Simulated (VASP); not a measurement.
# ZnO (Fm-3m) in VASP: settings compared, part 2 of 2

VASP 6.6.1. Earlier steps stand in the parts before.

## (4) Dielectric tensor, r2SCAN

INCAR reads:

```
PREC = Accurate
ENCUT = 520
EDIFF = 1E-8
ISMEAR = 0
SIGMA = 0.01
LREAL = F
LASPH = T
NELM = 100
ALGO = Normal
ISIF = 2
LWAVE = F
LCHARG = F
METAGGA = R2SCAN
LMIXTAU = T
LCALCEPS = T
```

KPOINTS reads:

```
Automatic mesh
0
Gamma
  8 8 8
```

POSCAR reads:

```
ZnO
1.0
    0.0000000000      2.1337703972      2.1337703972
    2.1337703972      0.0000000000      2.1337703972
    2.1337703972      2.1337703972      0.0000000000
Zn O
1 1
Direct
    0.0000000000      0.0000000000      0.0000000000
    0.5000000000      0.5000000000      0.5000000000
```

Potentials or basis: VASP PAW PBE potentials, release 64 (Zn, O).

The run is started by

```bash
$ cat potpaw_PBE.64/Zn/POTCAR potpaw_PBE.64/O/POTCAR > POTCAR
$ mpirun -np 1 vasp_std > vasp.out
```

OUTCAR:

```text
PREC = Accurate
   ENCUT = 520
   EDIFF = 1E-8
   ISMEAR = 0
   LREAL = F
   LASPH = T
   NELM = 100
   ISIF = 2
   METAGGA = R2SCAN

 ion  position               nearest neighbor table
   1  0.000  0.000  0.000-   2 2.13   2 2.13   2 2.13   2 2.13   2 2.13   2 2.13
   2  0.500  0.500  0.500-   1 2.13   1 2.13   1 2.13   1 2.13   1 2.13   1 2.13

  LATTYP: Found a face centered cubic cell.
 ALAT       =     4.2675407944

  Lattice vectors:

 A1 = (   0.0000000000,   2.1337703972,   2.1337703972)
[... 606 lines left out ...]
    3     0.00000    -0.00000     2.35354
 ion    2
    1    -2.35354    -0.00000     0.00000
    2     0.00000    -2.35354     0.00000
    3    -0.00000     0.00000    -2.35354

  FORCE on cell =-STRESS in cart. coord.  units (eV):
  Direction    XX          YY          ZZ          XY          YZ          ZX
  --------------------------------------------------------------------------------------
  -------------------------------------------------------------------------------------
  Total        0.1767796      0.1767796      0.1767796      0.0000000     -0.0000000      0.0000000
  in kB       14.5770473     14.5770473     14.5770473      0.0000000     -0.0000000      0.0000000
  external PRESSURE =      14.5770473 kB  Pullay stress =       0.0000000 kB

 VOLUME and BASIS-vectors are now :
 -----------------------------------------------------------------------------
  energy-cutoff  :      520.00
  volume of cell :       19.43
      direct lattice vectors                 reciprocal lattice vectors
     0.000000000  2.133770397  2.133770397    -0.234326993  0.234326993  0.234326993
     2.133770397  0.000000000  2.133770397     0.234326993 -0.234326993  0.234326993
     2.133770397  2.133770397  0.000000000     0.234326993  0.234326993 -0.234326993

 POSITION                                       TOTAL-FORCE (eV/Angst)
 -----------------------------------------------------------------------------------
      0.00000      0.00000      0.00000        -0.000000      0.000000     -0.000000
      2.13377      2.13377      2.13377         0.000000     -0.000000      0.000000
 -----------------------------------------------------------------------------------
    total drift:                                0.000000     -0.000000     -0.000000

  FREE ENERGIE OF THE ION-ELECTRON SYSTEM (eV)
  ---------------------------------------------------
  free  energy   TOTEN  =       -17.9488275592 eV

  energy  without entropy=      -17.9488275592  energy(sigma->0) =      -17.94882756
```

OSZICAR:

```text
N       E                     dE             d eps       ncg     rms          rms(c)
DAV:   1     0.907501993742E+02    0.90750E+02   -0.10218E+04   762   0.217E+03
DAV:   2    -0.167948361028E+02   -0.10755E+03   -0.10073E+03   814   0.344E+02
DAV:   3    -0.226906336574E+02   -0.58958E+01   -0.58659E+01   829   0.881E+01
[... 12 lines left out ...]
DMP:   7    -0.179488273378E+02   -0.29637E-06   -0.20385E-06  1950   0.324E-06   0.357E-06
DMP:   8    -0.179488274650E+02   -0.12716E-06   -0.86185E-07  1950   0.155E-06   0.117E-06
DMP:   9    -0.179488275150E+02   -0.49969E-07   -0.40873E-07  1950   0.851E-07   0.328E-07
DMP:  10    -0.179488275380E+02   -0.23073E-07   -0.23301E-07  1950   0.485E-07   0.188E-07
DMP:  11    -0.179488275518E+02   -0.13773E-07   -0.11947E-07  1950   0.232E-07   0.128E-07
DMP:  12    -0.179488275592E+02   -0.73560E-08   -0.57267E-08  1950   0.119E-07   0.471E-08
   1 F= -.17948828E+02 E0= -.17948828E+02  d E =-.194753E-21
```

stdout:

```text
POSCAR found type information on POSCAR ZnO
 POSCAR found :  2 types and       2 ions
 scaLAPACK will be used
 -----------------------------------------------------------------------------
|                                                                             |
[... 110 lines left out ...]
|                                                                             |
|           W    W    AA    RRRRR   N    N  II  N    N   GGGG   !!!           |
|           W    W   A  A   R    R  NN   N  II  NN   N  G    G  !!!           |
|           W    W  A    A  R    R  N N  N  II  N N  N  G       !!!           |
|           W WW W  AAAAAA  RRRRR   N  N N  II  N  N N  G  GGG   !            |
|           WW  WW  A    A  R   R   N   NN  II  N   NN  G    G                |
|           W    W  A    A  R    R
```

It took 13 min on 1 thread of Intel Xeon Platinum 8488C (Sapphire Rapids), shared host; peak memory 0.3 GiB.

Results:

* Band gap on the k mesh: 1.55 eV, indirect (least direct gap 2.98 eV)
* Electronic dielectric tensor (diagonal): 4.68
* Born charges (mean of the diagonal): Zn +2.35; O -2.35 e

Levels at points of the mesh, in eV from the valence-band top:
| k point | band 7 | band 8 | band 9 | band 10 | band 11 | band 12 |
| --- | --- | --- | --- | --- | --- | --- |
| (0.00, 0.00, 0.00) | -1.44 | -1.44 | -1.44 | 1.55 | 18.83 | 18.83 |
| (0.50, 0.00, 0.00) | -3.64 | 0.00 | 0.00 | 6.19 | 10.06 | 13.79 |
| (0.50, 0.50, 0.00) | -4.09 | -2.90 | -2.90 | 5.03 | 11.70 | 11.95 |

Electronic dielectric tensor:
```
4.68 0.00 0.00
0.00 4.68 0.00
0.00 0.00 4.68
```

Born effective charge tensors (e):
atom 1, Zn
```
2.35 0.00 0.00
0.00 2.35 0.00
0.00 0.00 2.35
```
atom 2, O
```
-2.35  0.00  0.00
 0.00 -2.35  0.00
 0.00  0.00 -2.35
```

Dipole moments of the cell (e·Å, modulo the quantum): ionic -12.803, -12.803, -12.803; electronic 0.000, 0.000, 0.004

Caveat: the PAW data sets were made with another functional, which shifts forces and pressure a little. A k mesh can miss the band edges.

## (5) The runs side by side

| task | level | cell | gap on the mesh (eV) |
| --- | --- | --- | --- |
| vibrations by perturbation theory | PBEsol | a = 3.016 Å, angles 60.0°, 2 atoms | - |
| dielectric tensor | PBE | a = 3.018 Å, angles 60.0°, 2 atoms | 0.92 |
| dielectric tensor | r2SCAN | a = 3.018 Å, angles 60.0°, 2 atoms | 1.55 |

Alike in all rows: potentials or basis VASP PAW PBE potentials, release 64 (Zn, O); no spin polarisation; k mesh 8 × 8 × 8; cutoff (eV) 520; smearing gaussian 0.01 eV.

Caveats: the PAW data sets were made with another functional, which shifts forces and pressure a little (some runs); the cell wasn't relaxed at this level first, which shifts response properties (some runs).

Absolute energies hang on the potentials; compare differences alone.
